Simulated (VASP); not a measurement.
# GdN (Fm-3m) in VASP: a series of runs

Runs on GdN. Level: PBE+U. Tasks: single point.

Program: VASP 6.6.1. These are calculated values, not measurements. Logs are shortened: lines on timing, memory, paths and dates and some standing lists are left out, and cuts for length are marked.

## 1. The cell of the first run

Symmetry: Fm-3m, No. 225, cubic system. The conventional cell has a = 5.002 Å, b = 5.002 Å, c = 5.002 Å, α = 90.00°, β = 90.00°, γ = 90.00°. Within 3.3 Å of Gd (site symmetry m-3m) lie 6 N at 2.50 Å. Within 3.3 Å of N (site symmetry m-3m) lie 6 Gd at 2.50 Å.

## 2. Single point, PBE+U, collinear spin

Contents of INCAR:

```
PREC = Accurate
ENCUT = 520
EDIFF = 1E-6
ISMEAR = 0
SIGMA = 0.1
LREAL = F
LASPH = T
NELM = 150
ALGO = Normal
ISIF = 2
LWAVE = F
LCHARG = F
ISPIN = 2
MAGMOM = 7.63 -0.16
LORBIT = 11
LMAXMIX = 6
LDAU = T
LDAUTYPE = 2
LDAUL = 3 -1
LDAUU = 6 0
LDAUJ = 0 0
LDAUPRINT = 1
GGA = PE
ISYM = 0
NBANDS = 22
```

Contents of KPOINTS:

```
Automatic mesh
0
Gamma
  5 5 7
```

Contents of POSCAR:

```
GdN
1.0
    3.5369293771      0.0000000000      0.0000000000
    0.0000000000      3.5369293771      0.0000000000
    1.7684646886      1.7684646886      2.5009867471
Gd N
1 1
Direct
    0.5000000000      0.5000000000      0.0000000000
    0.0000000000      0.0000000000      0.0000000000
```

Potentials or basis: VASP PAW PBE potentials, release 64 (Gd, N).

Launch:

```bash
$ cat potpaw_PBE.64/Gd/POTCAR potpaw_PBE.64/N/POTCAR > POTCAR
$ mpirun -np 1 vasp_std > vasp.out
```

OUTCAR:

```text
PREC = Accurate
   ENCUT = 520
   EDIFF = 1E-6
   ISMEAR = 0
   LREAL = F
   LASPH = T
   NELM = 150
   ISIF = 2
   ISPIN = 2
   LORBIT = 11
   GGA = PE
   ISYM = 0

 ion  position               nearest neighbor table
   1  0.500  0.500  0.000-   2 2.50   2 2.50   2 2.50   2 2.50   2 2.50   2 2.50
   2  0.000  0.000  0.000-   1 2.50   1 2.50   1 2.50   1 2.50   1 2.50   1 2.50

IMPORTANT INFORMATION: All symmetrisations will be switched off!
NOSYMM: (Re-)initialisation of all symmetry stuff for point group C_1.

----------------------------------------------------------------------------------------

                                     Primitive cell

  volume of cell :      31.2870

  direct lattice vectors                    reciprocal lattice vectors
     3.536929377  0.000000000  0.000000000     0.282731119  0.000000000 -0.199921091
     0.000000000  3.536929377  0.000000000     0.000000000  0.282731119 -0.199921091
     1.768464689  1.768464689  2.500986747     0.000000000  0.000000000  0.399842183

  length of vectors
     3.536929377  3.536929377  3.536929377     0.346273488  0.346273488  0.399842183

  position of ions in fractional coordinates (direct lattice)
     0.500000000  0.500000000  0.000000000
     0.000000000  0.000000000  0.000000000

  ion indices of the primitive-cell ions
   primitive index   ion index
                 1           1
                 2           2

----------------------------------------------------------------------------------------

 KPOINTS: Automatic mesh

Automatic generation of k-mesh.
 Grid dimensions read from file:
 generate k-points for:    5    5    7

 Generating k-lattice:

[... 159 lines left out ...]
  o =  0.9892  v =  0.0031  0.0000  0.0108  0.0000 -0.0108  0.9999  0.0031  0.0000  0.0000  0.0000  0.0000  0.0000  0.0000  0.0000      0.0000  0.0000  0.0000  0.0000  0.0000  0.0000  0.0000  0.0000  0.0000  0.0000  0.0000  0.0000  0.0000  0.0000
  o =  0.9905  v =  0.4023  0.0001  0.5813 -0.0000 -0.5814 -0.0151  0.4024  0.0000  0.0000  0.0000  0.0000  0.0000  0.0000  0.0000      0.0000  0.0000  0.0000  0.0000  0.0000  0.0000  0.0000  0.0000  0.0000  0.0000  0.0000  0.0000  0.0000  0.0000
  o =  0.9905  v =  0.0341  0.9966  0.0476  0.0012  0.0477 -0.0000 -0.0342  0.0000  0.0000  0.0000  0.0000  0.0000  0.0000  0.0000      0.0000  0.0000  0.0000  0.0000  0.0000  0.0000  0.0000  0.0000  0.0000  0.0000  0.0000  0.0000  0.0000  0.0000
  o =  0.9906  v =  0.4285 -0.0829  0.5595 -0.0051  0.5593 -0.0000 -0.4284  0.0000  0.0000  0.0000  0.0000  0.0000  0.0000  0.0000      0.0000  0.0000  0.0000  0.0000  0.0000  0.0000  0.0000  0.0000  0.0000  0.0000  0.0000  0.0000  0.0000  0.0000
  o =  0.9925  v = -0.5815  0.0000  0.4024  0.0001 -0.4023 -0.0051 -0.5814  0.0000  0.0000  0.0000  0.0000  0.0000  0.0000  0.0000      0.0000  0.0000  0.0000  0.0000  0.0000  0.0000  0.0000  0.0000  0.0000  0.0000  0.0000  0.0000  0.0000  0.0000
  o =  0.9925  v =  0.0833 -0.0013 -0.0593  0.9895 -0.0593 -0.0000 -0.0832  0.0000  0.0000  0.0000  0.0000  0.0000  0.0000  0.0000      0.0000  0.0000  0.0000  0.0000  0.0000  0.0000  0.0000  0.0000  0.0000  0.0000  0.0000  0.0000  0.0000  0.0000
  o =  0.9926  v = -0.5552 -0.0028  0.4257  0.1445  0.4258  0.0000  0.5553  0.0000  0.0000  0.0000  0.0000  0.0000  0.0000  0.0000      0.0000  0.0000  0.0000  0.0000  0.0000  0.0000  0.0000  0.0000  0.0000  0.0000  0.0000  0.0000  0.0000  0.0000

 number of electron      23.0000005 magnetization       6.9999757

 Free energy of the ion-electron system (eV)
  ---------------------------------------------------
  ext. energy  EPLUGINS =         0.00000000
  ---------------------------------------------------
  free energy    TOTEN  =       -22.80513198 eV

  energy without entropy =      -22.80447757  energy(sigma->0) =      -22.80480477

 E-fermi :   3.6619     XC(G=0): -11.5279

 val. band max:        3.6197561310   @ k =  -0.4000   0.4000   0.0000
 cond. band min:       3.8810767360   @ k =   0.4000   0.4000   0.4286
 fundamental gap:      0.2613206050
 Fermi energy:         3.6618596010

 spin component 1

 k-point     1 :       0.0000    0.0000    0.0000
  band No.  band energies     occupation
      1     -39.9906      1.00000
      2     -16.9864      1.00000
      3     -16.9852      1.00000
      4     -16.9847      1.00000
      5      -9.0810      1.00000
      6      -2.5725      1.00000
[... 1193 lines left out ...]
     21      13.6851      0.00000
     22      18.7990      0.00000

 [... further k-points ...]

------------------------ aborting loop because EDIFF is reached ----------------------------------------

  FORCE on cell =-STRESS in cart. coord.  units (eV):
  Direction    XX          YY          ZZ          XY          YZ          ZX
  --------------------------------------------------------------------------------------
  -------------------------------------------------------------------------------------
  Total        0.0708297      0.0708132      0.0478369      0.0222334      0.0029216      0.0029289
  in kB        3.6271169      3.6262763      2.4496794      1.1385510      0.1496098      0.1499866
  external PRESSURE =       3.2343576 kB  Pullay stress =       0.0000000 kB

 VOLUME and BASIS-vectors are now :
 -----------------------------------------------------------------------------
  energy-cutoff  :      520.00
  volume of cell :       31.29
      direct lattice vectors                 reciprocal lattice vectors
     3.536929377  0.000000000  0.000000000     0.282731119  0.000000000 -0.199921091
     0.000000000  3.536929377  0.000000000     0.000000000  0.282731119 -0.199921091
     1.768464689  1.768464689  2.500986747     0.000000000  0.000000000  0.399842183

 POSITION                                       TOTAL-FORCE (eV/Angst)
 -----------------------------------------------------------------------------------
      1.76846      1.76846      0.00000        -0.000002      0.000000     -0.000004
      0.00000      0.00000      0.00000         0.000002     -0.000000      0.000004
 -----------------------------------------------------------------------------------
    total drift:                               -0.000005     -0.000003      0.000002

  FREE ENERGIE OF THE ION-ELECTRON SYSTEM (eV)
  ---------------------------------------------------
  free  energy   TOTEN  =       -22.8051319791 eV

  energy  without entropy=      -22.8044775663  energy(sigma->0) =      -22.80480477

 total charge

# of ion       s       p       d       f       tot
--------------------------------------------------
    1        2.035   5.667   0.537   6.972  15.211
    2        1.248   2.385   0.000   0.000   3.633
--------------------------------------------------
tot          3.283   8.052   0.537   6.972  18.844

 magnetization (x)

# of ion       s       p       d       f       tot
--------------------------------------------------
    1       -0.006  -0.086   0.074   6.892   6.875
    2       -0.009  -0.111   0.000   0.000  -0.120
--------------------------------------------------
tot         -0.015  -0.197   0.074   6.892   6.754
```

stdout:

```text
POSCAR found type information on POSCAR GdN
 POSCAR found :  2 types and       2 ions
 scaLAPACK will be used
 LDA part: xc-table for (Slater+PW92), standard interpolation
 -----------------------------------------------------------------------------
|                                                                             |
|           W    W    AA    RRRRR   N    N  II  N    N   GGGG   !!!           |
|           W    W   A  A   R    R  NN   N  II  NN   N  G    G  !!!           |
|           W    W  A    A  R    R  N N  N  II  N N  N  G       !!!           |
|           W WW W  AAAAAA  RRRRR   N  N N  II  N  N N  G  GGG   !            |
|           WW  WW  A    A  R   R   N   NN  II  N   NN  G    G                |
|           W    W  A    A  R    R  N    N  II  N    N   GGGG   !!!           |
|                                                                             |
|     Your reciprocal lattice and k-lattice belong to different lattice       |
|     classes:                                                                |
|                                                                             |
|        The reciprocal lattice is body-centered cubic,                       |
|        whereas your k-lattice is base-centered monoclinic.                  |
|                                                                             |
|     Results are often still useful ...                                      |
|                                                                             |
 -----------------------------------------------------------------------------

 POSCAR, INCAR and KPOINTS ok, starting setup
 FFT: planning ... GRIDC
 FFT: planning ... GRID_SOFT
 FFT: planning ... GRID
 WAVECAR not read
 entering main loop
```

Wall time 3.4 min (1 thread of Intel Xeon Platinum 8259CL at 2.50GHz (Skylake/Cascade Lake), shared host); peak memory 0.25 GiB.

What came out:

| Property | Result |
| --- | --- |
| Free energy | -22.8051 eV |
| Pressure | 0.3 GPa |
| Band gap on the k mesh | zero (filled and empty bands overlap) |
| Net moment | 7.00 μB per cell |
| Site moments | Gd +6.88; N -0.12 μB |
| Valence electrons inside the program's atomic spheres | Gd 15.21; N 3.63 |

Eigenvalues of the final occupation matrices:
```
    site  spin  trace                         eigenvalues
site 1 f     1   6.94  0.99 0.99 0.99 0.99 0.99 0.99 0.99
site 1 f     2   0.04  0.00 0.00 0.00 0.00 0.01 0.01 0.01
```

Caveat: the k points lie up to 0.37 Å⁻¹ apart; spin-orbit coupling is left out, which moves the levels of the heavy elements; a cell with one magnetic atom can't hold antiferromagnetic order, which such compounds often take.

## 3. Single point, PBE+U, collinear spin

Contents of INCAR:

```
SYSTEM = GdN
ALGO = Normal
EDIFF = 1E-6
ENCUT = 520
GGA = PE
ISIF = 2
ISMEAR = 0
ISPIN = 2
LASPH = .True.
LCHARG = .False.
LDAU = .True.
LDAUJ = 0 0
LDAUL = 3 -1
LDAUPRINT = 1
LDAUTYPE = 2
LDAUU = 6 0
LMAXMIX = 6
LORBIT = 11
LREAL = .False.
LWAVE = .False.
MAGMOM = 7.63 -0.15
NBANDS = 22
NELM = 150
PREC = Accurate
SIGMA = 0.1
```

Contents of KPOINTS:

```
k-points
0
Gamma
  14 14 14
  0 0 0
```

Contents of POSCAR:

```
GdN
1.0
    0.0000000000      2.5009867471      2.5009867471
    2.5009867471      0.0000000000      2.5009867471
    2.5009867471      2.5009867471      0.0000000000
Gd N
1 1
Direct
    0.5000000000      0.5000000000      0.5000000000
    0.0000000000      0.0000000000      0.0000000000
```

Potentials or basis: VASP PAW PBE potentials, release 64 (Gd, N).

Launch:

```bash
$ cat potpaw_PBE.64/Gd/POTCAR potpaw_PBE.64/N/POTCAR > POTCAR
$ mpirun -np 1 vasp_std > vasp.out
```

OUTCAR:

```text
SYSTEM = GdN
   EDIFF = 1E-6
   ENCUT = 520
   GGA = PE
   ISIF = 2
   ISMEAR = 0
   ISPIN = 2
   LASPH = .True.
   LORBIT = 11
   LREAL = .False.
   NELM = 150
   PREC = Accurate

 ion  position               nearest neighbor table
   1  0.500  0.500  0.500-   2 2.50   2 2.50   2 2.50   2 2.50   2 2.50   2 2.50
   2  0.000  0.000  0.000-   1 2.50   1 2.50   1 2.50   1 2.50   1 2.50   1 2.50

  LATTYP: Found a face centered cubic cell.
 ALAT       =     5.0019734942

  Lattice vectors:

 A1 = (   0.0000000000,   2.5009867471,   2.5009867471)
 A2 = (   2.5009867471,   0.0000000000,   2.5009867471)
 A3 = (   2.5009867471,   2.5009867471,   0.0000000000)

Analysis of symmetry for initial positions (statically):
=====================================================================
 Subroutine PRICEL returns:
 Original cell was already a primitive cell.

 Routine SETGRP: Setting up the symmetry group for a
 face centered cubic supercell.

[... 241 lines left out ...]
      6      -2.5732      1.00000
[... 1193 lines left out ...]
     21      13.2440      0.00000
     22      19.1709      0.00000

 [... further k-points ...]

------------------------ aborting loop because EDIFF is reached ----------------------------------------

  FORCE on cell =-STRESS in cart. coord.  units (eV):
  Direction    XX          YY          ZZ          XY          YZ          ZX
  --------------------------------------------------------------------------------------
  -------------------------------------------------------------------------------------
  Total        0.0593528      0.0593528      0.0593528      0.0000000     -0.0000000      0.0000000
  in kB        3.0394008      3.0394008      3.0394008      0.0000000     -0.0000000      0.0000000
  external PRESSURE =       3.0394008 kB  Pullay stress =       0.0000000 kB

 VOLUME and BASIS-vectors are now :
 -----------------------------------------------------------------------------
  energy-cutoff  :      520.00
  volume of cell :       31.29
      direct lattice vectors                 reciprocal lattice vectors
     0.000000000  2.500986747  2.500986747    -0.199921091  0.199921091  0.199921091
     2.500986747  0.000000000  2.500986747     0.199921091 -0.199921091  0.199921091
     2.500986747  2.500986747  0.000000000     0.199921091  0.199921091 -0.199921091

 POSITION                                       TOTAL-FORCE (eV/Angst)
 -----------------------------------------------------------------------------------
      2.50099      2.50099      2.50099        -0.000000     -0.000000      0.000000
      0.00000      0.00000      0.00000         0.000000      0.000000     -0.000000
 -----------------------------------------------------------------------------------
    total drift:                                0.000000      0.000000      0.000000

  FREE ENERGIE OF THE ION-ELECTRON SYSTEM (eV)
  ---------------------------------------------------
  free  energy   TOTEN  =       -22.8130786899 eV

  energy  without entropy=      -22.8128008856  energy(sigma->0) =      -22.81293979

 total charge

# of ion       s       p       d       f       tot
--------------------------------------------------
    1        2.035   5.667   0.537   6.972  15.211
    2        1.248   2.385   0.000   0.000   3.633
--------------------------------------------------
tot          3.283   8.052   0.537   6.972  18.844

 magnetization (x)

# of ion       s       p       d       f       tot
--------------------------------------------------
    1       -0.006  -0.086   0.070   6.893   6.871
    2       -0.009  -0.103   0.000   0.000  -0.112
--------------------------------------------------
tot         -0.015  -0.189   0.070   6.893   6.759
```

It took 3.9 min on 1 thread of Intel Xeon Platinum 8259CL at 2.50GHz (Skylake/Cascade Lake), shared host; peak memory 0.27 GiB.

What came out:

```yaml
Free_energy: -22.8131 eV
Pressure: 0.3 GPa
Band_gap_on_the_k_mesh: zero (filled and empty bands overlap)
Net_moment: 7.00 μB per cell
Site_moments: Gd +6.87; N -0.11 μB
Valence_electrons_inside_the_program's_atomic_spheres: Gd 15.21; N 3.63
```

Eigenvalues of the final occupation matrices:
```
    site  spin  trace                         eigenvalues
site 1 f     1   6.94  0.99 0.99 0.99 0.99 0.99 0.99 0.99
site 1 f     2   0.04  0.00 0.00 0.00 0.00 0.01 0.01 0.01
```

Caveat: spin-orbit coupling is left out, which moves the levels of the heavy elements; a cell with one magnetic atom can't hold antiferromagnetic order, which such compounds often take.

The gap in the log of VASP goes by the Fermi energy; the results here count the filled bands.